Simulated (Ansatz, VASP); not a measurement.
## Two plane-wave programs on KI

```
K I
1.0
     4.34767    0.00000    0.00000
     0.00000    4.34767    0.00000
     0.00000    0.00000    4.34767
K I
1 1
Direct
  0.00000 0.00000 0.00000
  0.50000 0.50000 0.50000
```

Alike in both runs: task single point; functional PBEsol; k mesh 6 × 6 × 6; no spin polarisation.

|  | VASP | Ansatz |
| --- | --- | --- |
| version | VASP 6.6.1 | Ansatz 0.2.0 |
| potentials or method | VASP PAW PBE potentials, release 64 (K_sv, I), cutoff 520 eV | plane waves, PAW |
| occupations | gaussian, width 0.01 eV | fixed |
| valence electrons in the cell | 16 | 26 |

|  | VASP | Ansatz | Ansatz less VASP |
| --- | --- | --- | --- |
| pressure (GPa) | -1.0 | -1.0 | -0.04 |

VASP's potentials were made for PBE, not for PBEsol. VASP's potentials hold 16 valence electrons a cell and Ansatz's 26, so a difference there can come from the potentials and not from the codes.

Spin-orbit coupling is off throughout.
